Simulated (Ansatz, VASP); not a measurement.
## Two plane-wave programs on Sn3TeO2

```
CELL_PARAMETERS angstrom
6.61619 0.00000 0.00000
-3.30810 5.72979 0.00000
0.00000 0.00000 3.38300
ATOMIC_POSITIONS crystal
Sn 0.50000 0.50000 0.50000
Sn 0.50000 0.00000 0.50000
Sn 0.00000 0.50000 0.50000
Te 0.00000 0.00000 0.00000
O 0.66667 0.33333 0.00000
O 0.33333 0.66667 0.00000
```

Change from the starting cell: species swapped into the YSi2Ru3 type (P6/mmm, No. 191).

Alike in both runs: functional PBE; k mesh 3 × 3 × 6; occupations gaussian, width 0.1 eV; no spin polarisation.

Ansatz relaxed the structure, and its values are those at the end. VASP's run is a single point on that final structure, the one shown.

|  | VASP | Ansatz |
| --- | --- | --- |
| version | VASP 6.6.1 | Ansatz 0.2.0 |
| potentials or method | VASP PAW PBE potentials, release 64 (Sn_d, Te, O), cutoff 520 eV | scalar-relativistic, plane waves, PAW |
| valence electrons in the cell | 60 | 70 |

Ansatz gave:

- gap on the k mesh at the Fermi level (eV): none
- pressure (GPa): 0.0

Question: What did VASP give for the same quantities?

Answer: gap on the k mesh at the Fermi level (eV): none; pressure (GPa): -0.1.

A gap of «none» marks a metal or a gap that the smearing closes. VASP's potentials hold 60 valence electrons a cell and Ansatz's 70, so a difference there can come from the potentials and not from the codes.

The k mesh is coarse, so the values compare programs but aren't converged. Spin-orbit coupling is off throughout.
